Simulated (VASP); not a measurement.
# BN (F-43m) in VASP: further runs, part 2 of 2

VASP 6.6.1. The steps go on from the part before.

## 3. Single point, PBE (volume scaled by 0.975)

INCAR

```
SYSTEM = BN
PREC     = Accurate       ! precision mode
ENCUT    = 520            ! plane-wave cutoff, eV
EDIFF    = 1E-7           ! SCF threshold, eV
ISMEAR   = -1             ! smearing method
SIGMA    = 0.02           ! smearing width, eV
LREAL    = .False.        ! projectors in reciprocal space
LASPH    = .True.         ! aspherical terms in the spheres
NELM     = 100            ! most SCF steps
ALGO     = Normal         ! electronic algorithm
ISIF     = 2              ! what is computed and relaxed
LWAVE    = .False.        ! write WAVECAR
LCHARG   = .True.         ! write CHGCAR
GGA      = PE             ! functional
LELF     = .True.         ! ELF
LVHAR    = .True.       
NBANDS   = 11             ! bands
```

KPOINTS

```
Automatic mesh
0
Gamma
  11 11 11
  0 0 0
```

POSCAR

```
BN
1.0
    0.0000000000      1.7923102062      1.7923102062
    1.7923102062      0.0000000000      1.7923102062
    1.7923102062      1.7923102062      0.0000000000
B N
1 1
Direct
    0.0000000000      0.0000000000      0.0000000000
    0.7500000000      0.7500000000      0.7500000000
```

Potentials or basis: VASP PAW PBE potentials, release 64 (B, N).

On the command line:

```sh
$ cat potpaw_PBE.64/B/POTCAR potpaw_PBE.64/N/POTCAR > POTCAR
$ mpirun -np 1 vasp_std > vasp.out
```

Run time: 5.1 s. Hardware: 1 thread of Intel Xeon Platinum 8488C (Sapphire Rapids), shared host; peak memory 0.12 GiB.

The run converged. Its results:

```yaml
Free_energy: -17.4340 eV
Pressure: 13.5 GPa
Band_gap_on_the_k_mesh: 4.59 eV, indirect (least direct gap 8.94 eV)
```

Levels at points of the mesh, in eV from the valence-band top:
| k point | band 1 | band 2 | band 3 | band 4 | band 5 | band 6 | band 7 | band 8 | band 9 |
| --- | --- | --- | --- | --- | --- | --- | --- | --- | --- |
| (0.00, 0.00, 0.00) | -20.52 | 0.00 | 0.00 | 0.00 | 8.94 | 8.94 | 8.94 | 10.76 | 25.23 |

Caveat: the cell differs from its parent crystal (volume scaled by 0.975).

## 4. Single point, PBE

This run uses another cell than the first one, of 5.91 Å³/atom, 1.053 times its volume.

INCAR

```
SYSTEM = BN
ALGO = Normal ; EDIFF = 1E-6
ENCUT = 520 ; GGA = PE
ISIF = 2 ; ISMEAR = -1
LASPH = .TRUE. ; LCHARG = .FALSE.
LREAL = .FALSE. ; LWAVE = .FALSE.
NBANDS = 11 ; NELM = 80
PREC = Accurate ; SIGMA = 0.02
```

KPOINTS

```
k-points
0
G
  11 11 11
  0 0 0
```

POSCAR

```
BN
1.0
    0.0000000000      1.8075000000      1.8075000000
    1.8075000000      0.0000000000      1.8075000000
    1.8075000000      1.8075000000      0.0000000000
B N
1 1
Direct
    0.0000000000      0.0000000000      0.0000000000
    0.7500000000      0.7500000000      0.7500000000
```

On the command line:

```sh
$ cat potpaw_PBE.64/B/POTCAR potpaw_PBE.64/N/POTCAR > POTCAR
$ mpirun -np 1 vasp_std > vasp.out
```

Run time: 4.5 s. Hardware: 1 thread of Intel Xeon Platinum 8488C (Sapphire Rapids), shared host; peak memory 0.11 GiB.

Results (log left out):

```
Free energy            : -17.4498 eV
Pressure               : 3.3 GPa
Band gap on the k mesh : 4.56 eV, indirect (least direct gap 8.82 eV)
```

Levels at points of the mesh, in eV from the valence-band top:
```
           k point  band 1  band 2  band 3  band 4  band 5  band 6  band 7  band 8
(0.00, 0.00, 0.00)  -20.23    0.00    0.00    0.00    8.82    8.82    8.82   10.35
```

A k mesh can miss the band edges. As with any semilocal functional, this PBE gap is likely too small.

## 5. Single point, PBE (volume scaled by 1.025)

INCAR

```
PREC = Accurate
ENCUT = 520
EDIFF = 1E-6
ISMEAR = -1
SIGMA = 0.02
LREAL = False
LASPH = True
NELM = 80
ALGO = Normal
ISIF = 2
LWAVE = False
LCHARG = False
GGA = PE
NBANDS = 11
```

KPOINTS

```
Automatic mesh
0
Gamma
  11 11 11
```

POSCAR

```
BN
1.0
    0.0000000000      1.8224386940      1.8224386940
    1.8224386940      0.0000000000      1.8224386940
    1.8224386940      1.8224386940      0.0000000000
B N
1 1
Direct
    0.0000000000      0.0000000000      0.0000000000
    0.7500000000      0.7500000000      0.7500000000
```

On the command line:

```sh
$ cat potpaw_PBE.64/B/POTCAR potpaw_PBE.64/N/POTCAR > POTCAR
$ mpirun -np 1 vasp_std > vasp.out
```

Run time: 4.7 s. Hardware: 1 thread of Intel Xeon Platinum 8488C (Sapphire Rapids), shared host; peak memory 0.11 GiB.

It converged, with:

| Item | Value |
| --- | --- |
| Free energy | -17.4478 eV |
| Pressure | -5.8 GPa |
| Band gap on the k mesh | 4.53 eV, indirect (least direct gap 8.70 eV) |

Levels at points of the mesh, in eV from the valence-band top:
| k point | band 2 | band 3 | band 4 | band 5 | band 6 | band 7 |
| --- | --- | --- | --- | --- | --- | --- |
| (0.00, 0.00, 0.00) | 0.00 | 0.00 | 0.00 | 8.70 | 8.70 | 8.70 |

Caveat: the cell differs from its parent crystal (volume scaled by 1.025).

## 6. Single point, PBE (volume scaled by 1.05)

INCAR

```
ALGO = Normal
EDIFF = 1E-7
ENCUT = 520
GGA = PE
ISIF = 2
ISMEAR = -1
LASPH = T
LCHARG = F
LREAL = F
LWAVE = F
NBANDS = 11
NELM = 100
PREC = Accurate
SIGMA = 0.02
```

KPOINTS

```
k-points
0
Gamma
  11 11 11
```

POSCAR

```
BN
1.0
    0.0000000000      1.8371364149      1.8371364149
    1.8371364149      0.0000000000      1.8371364149
    1.8371364149      1.8371364149      0.0000000000
B N
1 1
Direct
    0.0000000000      0.0000000000      0.0000000000
    0.7500000000      0.7500000000      0.7500000000
```

Potentials or basis: VASP PAW PBE potentials, release 64 (B, N).

On the command line:

```sh
$ cat potpaw_PBE.64/B/POTCAR potpaw_PBE.64/N/POTCAR > POTCAR
$ mpirun -np 1 vasp_std > vasp.out
```

OUTCAR:

```text
EDIFF = 1E-7
   ENCUT = 520
   GGA = PE
   ISIF = 2
   ISMEAR = -1
   LASPH = T
   LREAL = F
   NELM = 100
   PREC = Accurate

 ion  position               nearest neighbor table
   1  0.000  0.000  0.000-   2 1.59   2 1.59   2 1.59   2 1.59
   2  0.750  0.750  0.750-   1 1.59   1 1.59   1 1.59   1 1.59

  LATTYP: Found a face centered cubic cell.
 ALAT       =     3.6742728298

  Lattice vectors:

 A1 = (   0.0000000000,   1.8371364149,   1.8371364149)
[... 511 lines left out ...]
      5      17.0238      0.00000
      6      17.0938      0.00000
      7      17.5091      0.00000
      8      19.6664      0.00000
      9      27.7348      0.00000
     10      28.6048      0.00000
     11      32.6498      0.00000

 [... further k-points ...]
[... 5 lines left out ...]
  --------------------------------------------------------------------------------------
  -------------------------------------------------------------------------------------
  Total       -1.0778305     -1.0778305     -1.0778305     -0.0000000     -0.0000000     -0.0000000
  in kB     -139.2537280   -139.2537280   -139.2537280     -0.0000000     -0.0000000     -0.0000000
  external PRESSURE =    -139.2537280 kB  Pullay stress =       0.0000000 kB

 VOLUME and BASIS-vectors are now :
 -----------------------------------------------------------------------------
  energy-cutoff  :      520.00
  volume of cell :       12.40
      direct lattice vectors                 reciprocal lattice vectors
     0.000000000  1.837136415  1.837136415    -0.272162696  0.272162696  0.272162696
     1.837136415  0.000000000  1.837136415     0.272162696 -0.272162696  0.272162696
     1.837136415  1.837136415  0.000000000     0.272162696  0.272162696 -0.272162696

 POSITION                                       TOTAL-FORCE (eV/Angst)
 -----------------------------------------------------------------------------------
      0.00000      0.00000      0.00000        -0.000000      0.000000      0.000000
      2.75570      2.75570      2.75570         0.000000     -0.000000     -0.000000
 -----------------------------------------------------------------------------------
    total drift:                                0.000000      0.000000     -0.000000

  FREE ENERGIE OF THE ION-ELECTRON SYSTEM (eV)
  ---------------------------------------------------
  free  energy   TOTEN  =       -17.4299456389 eV

  energy  without entropy=      -17.4299456389  energy(sigma->0) =      -17.42994564
```

OSZICAR:

```text
N       E                     dE             d eps       ncg     rms          rms(c)
DAV:   1     0.105956388461E+02    0.10596E+02   -0.50733E+03  1272   0.727E+02
DAV:   2    -0.177719340602E+02   -0.28368E+02   -0.27653E+02  1503   0.163E+02
DAV:   3    -0.183225314541E+02   -0.55060E+00   -0.54988E+00  1469   0.191E+01
DAV:   4    -0.183232037740E+02   -0.67232E-03   -0.67231E-03  1304   0.765E-01
DAV:   5    -0.183232044426E+02   -0.66857E-06   -0.66855E-06  1418   0.235E-02    0.644E+00
DAV:   6    -0.174998371415E+02    0.82337E+00   -0.30223E+00  1301   0.978E+00    0.310E+00
DAV:   7    -0.174424903084E+02    0.57347E-01   -0.84902E-02  1346   0.246E+00    0.186E+00
DAV:   8    -0.174297118362E+02    0.12778E-01   -0.33400E-02  1366   0.131E+00    0.168E-01
DAV:   9    -0.174298458548E+02   -0.13402E-03   -0.10556E-03  1301   0.254E-01    0.788E-02
DAV:  10    -0.174299398018E+02   -0.93947E-04   -0.12912E-04  1353   0.971E-02    0.146E-02
DAV:  11    -0.174299456176E+02   -0.58157E-05   -0.10478E-05  1419   0.263E-02    0.105E-02
DAV:  12    -0.174299456497E+02   -0.32137E-07   -0.17697E-06  1355   0.896E-03    0.637E-04
DAV:  13    -0.174299456389E+02    0.10790E-07   -0.23746E-08   670   0.152E-03
   1 F= -.17429946E+02 E0= -.17429946E+02  d E =-.727091E-13
```

stdout:

```text
POSCAR found type information on POSCAR B N
 POSCAR found :  2 types and       2 ions
 scaLAPACK will be used
 LDA part: xc-table for (Slater+PW92), standard interpolation
 POSCAR, INCAR and KPOINTS ok, starting setup
 FFT: planning ... GRIDC
 FFT: planning ... GRID_SOFT
 FFT: planning ... GRID
 WAVECAR not read
 entering main loop
```

It took 5 s on 1 thread of Intel Xeon Platinum 8488C (Sapphire Rapids), shared host; peak memory 0.11 GiB.

What came out:

| Quantity | Value |
| --- | --- |
| Free energy | -17.4299 eV |
| Pressure | -13.9 GPa |
| Band gap on the k mesh | 4.50 eV, indirect (least direct gap 8.59 eV) |

Caveat: the cell differs from its parent crystal (volume scaled by 1.05). A k mesh can miss the band edges.

## 7. The runs side by side

| cell | gap on the mesh (eV) | pressure (GPa) |
| --- | --- | --- |
| a = 2.513 Å, angles 60.0°, 2 atoms | 4.62 | 25.0 |
| a = 2.535 Å, angles 60.0°, 2 atoms | 4.59 | 13.5 |
| a = 2.556 Å, angles 60.0°, 2 atoms | 4.56 | 3.3 |
| a = 2.577 Å, angles 60.0°, 2 atoms | 4.53 | -5.8 |
| a = 2.598 Å, angles 60.0°, 2 atoms | 4.50 | -13.9 |

Alike in all rows: task single point; level PBE; potentials or basis VASP PAW PBE potentials, release 64 (B, N); no spin polarisation; k mesh 11 × 11 × 11; cutoff (eV) 520; smearing fermi-dirac 0.02 eV.

Absolute energies hang on the potentials; compare differences alone.
